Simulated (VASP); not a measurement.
# C (Fmmm) in VASP: a series of runs

The runs below take C through single point, with PBE+D3(BJ).

All numbers are computed with VASP 6.6.1; they aren't measurements. Logs are shortened: lines on timing, memory, paths and dates and some standing lists are left out, and cuts for length are marked.

### Step 1. The cell of the first run

Symmetry: Fmmm, No. 69, orthorhombic system. The conventional cell has a = 2.568 Å, b = 4.248 Å, c = 7.079 Å, α = 90.00°, β = 90.00°, γ = 90.00°. Within 1.9 Å of C (site symmetry m2m) lie 3 C at 1.42 to 1.47 Å.

### Step 2. Single point, PBE+D3(BJ) (9.65 Å³/atom)

INCAR reads:

```
SYSTEM = C
ALGO = Normal
EDIFF = 1E-6
ENCUT = 520
GGA = PE
ISIF = 2
ISMEAR = 0
IVDW = 12
LASPH = .True.
LCHARG = .False.
LREAL = .False.
LWAVE = .False.
NBANDS = 11
NELM = 100
PREC = Accurate
SIGMA = 0.03
```

KPOINTS reads:

```
k-points
0
Gamma
  18 18 18
  0 0 0
```

POSCAR reads:

```
C
1.0
    0.0000000000      2.1241398989      3.5395304512
    1.2841729230      0.0000000000      3.5395304512
    1.2841729230      2.1241398989      0.0000000000
C
2
Direct
    0.1666966007      0.8333033993      0.1666966007
    0.8333033993      0.1666966007      0.8333033993
```

Potentials or basis: VASP PAW PBE potentials, release 64 (C).

The run is started by

```sh
$ cat potpaw_PBE.64/C/POTCAR > POTCAR
$ mpirun -np 1 vasp_std > vasp.out
```

OUTCAR:

```text
SYSTEM = C
   EDIFF = 1E-6
   ENCUT = 520
   GGA = PE
   ISIF = 2
   ISMEAR = 0
   IVDW = 12
   LASPH = .True.
   LREAL = .False.
   NELM = 100
   PREC = Accurate
 IVDW          = 12

 ion  position               nearest neighbor table
   1  0.167  0.833  0.167-   2 1.42   2 1.47   2 1.47
   2  0.833  0.167  0.833-   1 1.42   1 1.47   1 1.47

  LATTYP: Found a face centered orthorhombic cell.
 ALAT       =     2.5683458460
 B/A-ratio  =     1.6540917978
 C/A-ratio  =     2.7562724519

  Lattice vectors:

 A1 = (   0.0000000000,   2.1241398989,   3.5395304512)
 A2 = (   1.2841729230,   0.0000000000,   3.5395304512)
 A3 = (   1.2841729230,   2.1241398989,   0.0000000000)

Analysis of symmetry for initial positions (statically):
=====================================================================
 Subroutine PRICEL returns:
 Original cell was already a primitive cell.

 Routine SETGRP: Setting up the symmetry group for a
 face centered orthorhombic supercell.

 Subroutine GETGRP returns: Found  8 space group operations
 (whereof  8 operations were pure point group operations)
 out of a pool of  8 trial point group operations.

The static configuration has the point symmetry D_2h.

Analysis of symmetry for dynamics (positions and initial velocities):
=====================================================================
 Subroutine PRICEL returns:
 Original cell was already a primitive cell.

 Routine SETGRP: Setting up the symmetry group for a
 face centered orthorhombic supercell.

 Subroutine GETGRP returns: Found  8 space group operations
 (whereof  8 operations were pure point group operations)
 out of a pool of  8 trial point group operations.

The dynamic configuration has the point symmetry D_2h.

 Subroutine INISYM returns: Found  8 space group operations
 (whereof  8 operations are pure point group operations),
 and found     1 'primitive' translations

----------------------------------------------------------------------------------------

                                     Primitive cell

  volume of cell :      19.3100

  direct lattice vectors                    reciprocal lattice vectors
     0.000000000  2.124139899  3.539530451    -0.389355663  0.235389392  0.141261675
     1.284172923  0.000000000  3.539530451     0.389355663 -0.235389392  0.141261675
     1.284172923  2.124139899  0.000000000     0.389355663  0.235389392 -0.141261675

  length of vectors
[... 90 lines left out ...]
   POTIM  = 0.5000    time-step for ionic-motion
   TEBEG  =    0.0;   TEEND  =   0.0 temperature during run
   PSTRESS=    0.0 pullay stress
   NELECT =       8.0000    total number of electrons
   NUPDOWN=      -1.0000    fix difference up-down
   EMIN   =  10.00;   EMAX   =-10.00  energy-range for DOS
   EFERMI =   0.00;   METHOD = LEGACY
   ISMEAR =     0;   SIGMA  =   0.03  broadening in eV -4-tet -1-fermi 0-gaus
   EFERMI_NEDOS =   21; number of points for ismear=-14 and -15
   IALGO  =     38    algorithm
   IMIX   =      4    mixing-type and parameters
     AMIX     =   0.40;   BMIX     =  1.00
     AMIX_MAG =   1.60;   BMIX_MAG =  1.00
  volume/ion in A,a.u.               =       9.65        65.16
  Fermi-wavevector in a.u.,A,eV,Ry     =   1.220424  2.306267 20.264990  1.489435
  Thomas-Fermi vector in A             =   2.355642
   LORBIT       =      0    0 simple, 1 ext, 2 COOP (PROOUT), +10 PAW based schemes
   GGA     = PE    functional components
   LHFCALC =     F    Hartree Fock is set to
   AEXX    =    0.0000 exact exchange contribution
   IVDW    =    12    specifies the selected vdW correction
   LEPSILON=     F    determine dielectric tensor
   LRPA    =     F    only Hartree local field effects (RPA)
 non-spin polarized calculation
 Gauss-broadening in eV      SIGMA  =   0.03
  energy-cutoff  :      520.00
  volume of cell :       19.31
 maximum number of plane-waves:       540
   NGX = 15   NGY = 13   NGZ =  9

 number of electron       8.0000000 magnetization

 Free energy of the ion-electron system (eV)
  ---------------------------------------------------
  ext. energy  EPLUGINS =         0.00000000
  ---------------------------------------------------
  free energy    TOTEN  =       -18.34922671 eV

  energy without entropy =      -18.34920124  energy(sigma->0) =      -18.34921398

 E-fermi :   3.7946     XC(G=0):  -9.8495

 val. band max:        3.7779973002   @ k =  -0.1111   0.2222   0.3333
 cond. band min:       3.8100249359   @ k =  -0.0556   0.2778   0.3333
 fundamental gap:      0.0320276357
 Fermi energy:         3.7946209509

 k-point     1 :       0.0000    0.0000    0.0000
  band No.  band energies     occupation
      1     -15.2742      2.00000
      2      -2.5380      2.00000
      3       0.8307      2.00000
      4       0.9344      2.00000
      5       8.0055      0.00000
      6      11.4593      0.00000
      7      12.1276      0.00000
      8      14.6351      0.00000
      9      15.6048      0.00000
     10      25.9400      0.00000
     11      27.3740      0.00000
[... 309 lines left out ...]
 k-point    24 :      -0.2222    0.0556   -0.0000
  band No.  band energies     occupation
      1     -13.5460      2.00000
      2      -4.2084      2.00000
      3      -1.0946      2.00000
      4      -0.7595      2.00000
      5       9.7498      0.00000
      6      10.4237      0.00000
      7      11.8588      0.00000
      8      17.1586      0.00000
      9      19.1080      0.00000
     10      21.5888      0.00000
     11      26.8699      0.00000

 [... further k-points ...]

------------------------ aborting loop because EDIFF is reached ----------------------------------------

 Edisp (eV)   -0.28915

 E8    (eV) :    -0.0814

  FORCE on cell =-STRESS in cart. coord.  units (eV):
  Direction    XX          YY          ZZ          XY          YZ          ZX
  --------------------------------------------------------------------------------------
  -------------------------------------------------------------------------------------
  Total      -4.45179    -0.13993    -0.11973    -0.00000     0.00000     0.00000
  in kB    -369.37144   -11.61044    -9.93440    -0.00000     0.00000     0.00000
  external pressure =     -130.31 kB  Pullay stress =        0.00 kB

 VOLUME and BASIS-vectors are now :
 -----------------------------------------------------------------------------
  energy-cutoff  :      520.00
  volume of cell :       19.31
      direct lattice vectors                 reciprocal lattice vectors
     0.000000000  2.124139899  3.539530451    -0.389355663  0.235389392  0.141261675
     1.284172923  0.000000000  3.539530451     0.389355663 -0.235389392  0.141261675
     1.284172923  2.124139899  0.000000000     0.389355663  0.235389392 -0.141261675

 POSITION                                       TOTAL-FORCE (eV/Angst)
 -----------------------------------------------------------------------------------
      1.28417      0.70817      3.53953         0.000000      0.364114      0.000000
      1.28417      3.54011      3.53953         0.000000     -0.364114      0.000000
 -----------------------------------------------------------------------------------
    total drift:                                0.000000     -0.000000     -0.000000

  FREE ENERGIE OF THE ION-ELECTRON SYSTEM (eV)
  ---------------------------------------------------
  free  energy   TOTEN  =       -18.6383794591 eV

  energy  without entropy=      -18.6383539813  energy(sigma->0) =      -18.63836672
```

It took 54 s on 1 thread of Intel Xeon 6975P-C (Granite Rapids), shared host; peak memory 0.27 GiB.

Results:

```
Free energy                : -18.6384 eV
Pressure                   : -13.0 GPa
Largest force              : 0.364 eV/Å
Dispersion energy per atom : -0.145 eV
```

Forces on the atoms (eV/Å):
```
C    0.000  0.364  0.000
C    0.000 -0.364  0.000
```

Stress tensor (GPa, compression positive):
```
-36.94   0.00   0.00
  0.00  -1.16   0.00
  0.00   0.00  -0.99
```

Caveat: the cell stands under tension.

### Step 3. Single point, PBE+D3(BJ) (9.65 Å³/atom)

INCAR reads:

```
SYSTEM = C
PREC     = Accurate       ! precision mode
ENCUT    = 520            ! plane-wave cutoff, eV
EDIFF    = 1E-7           ! SCF threshold, eV
ISMEAR   = 0              ! smearing method
SIGMA    = 0.03           ! smearing width, eV
LREAL    = .FALSE.        ! projectors in reciprocal space
LASPH    = .TRUE.         ! aspherical terms in the spheres
NELM     = 100            ! most SCF steps
ALGO     = Normal         ! electronic algorithm
ISIF     = 2              ! what is computed and relaxed
LWAVE    = .FALSE.        ! write WAVECAR
LCHARG   = .FALSE.        ! write CHGCAR
GGA      = PE             ! functional
IVDW     = 12             ! dispersion correction
NBANDS   = 11             ! bands
```

KPOINTS reads:

```
Automatic mesh
0
G
  18 18 18
  0 0 0
```

POSCAR reads:

```
C
1.0
    0.0000000000      2.2569510716      3.4338090368
    1.2458162597      0.0000000000      3.4338090368
    1.2458162597      2.2569510716      0.0000000000
C
2
Direct
    0.1666966007      0.8333033993      0.1666966007
    0.8333033993      0.1666966007      0.8333033993
```

Potentials or basis: VASP PAW PBE potentials, release 64 (C).

The run is started by

```sh
$ cat potpaw_PBE.64/C/POTCAR > POTCAR
$ mpirun -np 1 vasp_std > vasp.out
```

Wall time 63 s (1 thread of Intel Xeon 6975P-C (Granite Rapids), shared host); peak memory 0.27 GiB.

It converged, with:

* Free energy: -18.5417 eV
* Pressure: -23.3 GPa
* Largest force: 0.119 eV/Å
* Dispersion energy per atom: -0.147 eV

Forces on the atoms (eV/Å):
```
C    0.000 -0.119  0.000
C    0.000  0.119  0.000
```

Stress tensor (GPa, compression positive):
```
-17.87   0.00   0.00
  0.00 -51.96   0.00
  0.00   0.00  -0.01
```

Caveat: the cell stands under tension.

### Step 4. Single point, PBE+D3(BJ) (9.66 Å³/atom)

INCAR reads:

```
SYSTEM = C
PREC = Accurate
ENCUT = 520
EDIFF = 1E-6
ISMEAR = 0
SIGMA = 0.03
LREAL = .FALSE.
LASPH = .TRUE.
NELM = 80
ALGO = Normal
ISIF = 2
LWAVE = .FALSE.
LCHARG = .FALSE.
GGA = PE
IVDW = 12
NBANDS = 11
```

KPOINTS reads:

```
regular mesh
0
G
  18 18 18
  0 0 0
```

POSCAR reads:

```
C
1.0
    0.0000000000      2.3981127150      3.3312130978
    1.2085935466      0.0000000000      3.3312130978
    1.2085935466      2.3981127150      0.0000000000
C
2
Direct
    0.1666966007      0.8333033993      0.1666966007
    0.8333033993      0.1666966007      0.8333033993
```

The run is started by

```sh
$ cat potpaw_PBE.64/C/POTCAR > POTCAR
$ mpirun -np 1 vasp_std > vasp.out
```

It took 59 s on 1 thread of Intel Xeon 6975P-C (Granite Rapids), shared host; peak memory 0.27 GiB.

Results (log left out):

```
Free energy                : -18.0290 eV
Pressure                   : -29.2 GPa
Largest force              : 0.357 eV/Å
Dispersion energy per atom : -0.149 eV
```

Forces on the atoms (eV/Å):
```
C    0.000  0.357  0.000
C    0.000 -0.357  0.000
```

Stress tensor (GPa, compression positive):
```
  4.36   0.00   0.00
  0.00 -93.50   0.00
  0.00   0.00   1.49
```

Caveat: the cell stands under tension.

### Step 5. Overview

```csv
cell,pressure (GPa),largest force (eV/Å)
"a = 4.128, b = 3.765, c = 2.482 Å, angles 79.8, 63.9, 36.3°, 2 atoms",-13.0,0.36
"a = 4.109, b = 3.653, c = 2.578 Å, angles 80.5, 61.3, 38.2°, 2 atoms",-23.3,0.12
"a = 4.105, b = 3.544, c = 2.685 Å, angles 81.2, 58.6, 40.3°, 2 atoms",-29.2,0.36
```

Alike in all rows: task single point; level PBE+D3(BJ); potentials or basis VASP PAW PBE potentials, release 64 (C); no spin polarisation; k mesh 18 × 18 × 18; cutoff (eV) 520; smearing gaussian 0.03 eV.

Caveats: the cell stands under tension.

Total energies depend on the potentials used, so only differences within one code and one set of settings carry meaning.
